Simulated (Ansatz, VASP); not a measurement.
Two plane-wave programs on Pd

Contents of POSCAR:

```
Pd
1.0
    0.0000000000      1.9465000000      1.9465000000
    1.9465000000      0.0000000000      1.9465000000
    1.9465000000      1.9465000000      0.0000000000
Pd
1
Direct
    0.0000000000      0.0000000000      0.0000000000
```

File INCAR.step1:

```
  PREC = Accurate
  ENCUT = 520
  EDIFF = 1E-5
  ISMEAR = -1
  SIGMA = 0.05
  LREAL = F
  LASPH = T
  NELM = 100
  ALGO = Normal
  ISIF = 2
  LWAVE = T
  GGA = PE
  NBANDS = 11
```

INCAR.step2

```
  PREC = Accurate
  ENCUT = 520
  EDIFF = 1E-6
  ISMEAR = -1
  SIGMA = 0.05
  LREAL = F
  LASPH = T
  NELM = 100
  ALGO = Normal
  ISIF = 2
  LWAVE = F
  LCHARG = T
  GGA = PE
  LHFCALC = T
  HFSCREEN = 0.2079
  PRECFOCK = Normal
  LELF = T
  LVHAR = T
  ISTART = 1
  NBANDS = 11
```

File KPOINTS:

```
Automatic mesh
0
Gamma
  6 6 6
```

File input.yaml:

```yaml
crystal:
  lattice:
    - [0.0, 1.9465, 1.9465]
    - [1.9465, 0.0, 1.9465]
    - [1.9465, 1.9465, 0.0]
  atoms:
    - { symbol: Pd, position: [0.0, 0.0, 0.0] }
hamiltonian:
  xc: hse06
  pseudopotentials: { kind: paw }
kpoints:
  mp_grid: { grid: [6, 6, 6] }
  band_path:
    path:
      - [[0.0, 0.0, 0.0], [0.5, 0.0, 0.5], [0.5, 0.25, 0.75], [0.375, 0.375, 0.75], [0.0, 0.0, 0.0], [0.5, 0.5, 0.5], [0.625, 0.25, 0.625], [0.5, 0.25, 0.75], [0.5, 0.5, 0.5], [0.375, 0.375, 0.75]]
      - [[0.625, 0.25, 0.625], [0.5, 0.0, 0.5]]
    npoints: 4
scf:
  occupations: { method: fermi_dirac, width: 0.05 }
  n_extra_bands: 6
output:
  forces: true
  stress: true
  eigenvalues: true
  fatbands: false
  write_density: true
  write_potential: true
  elf: true
  volumetric_format: npy
```

Alike in both runs: functional HSE06; k mesh 6 × 6 × 6; occupations fermi-dirac, width 0.05 eV; no spin polarisation.

```csv
,VASP,Ansatz
version,VASP 6.6.1,Ansatz 0.2.0
potentials or method,"VASP PAW PBE potentials, release 64 (Pd)",Ansatz PAW
plane-wave cutoff (eV),520,420
valence electrons in the cell,10,18
task,single point,band structure
```

|  | VASP | Ansatz | Ansatz less VASP |
| --- | --- | --- | --- |
| gap on the k mesh at the Fermi level (eV) | none | none | - |
| pressure (GPa) | 1.4 | 0.9 | -0.44 |

A gap of «none» marks a metal or a gap that the smearing closes. With one functional, cell and mesh, what is left measures potentials, basis and numerics. VASP's potentials hold 10 valence electrons a cell and Ansatz's 18, so a difference there can come from the potentials and not from the codes.

The k mesh is coarse, so the values compare programs but aren't converged.
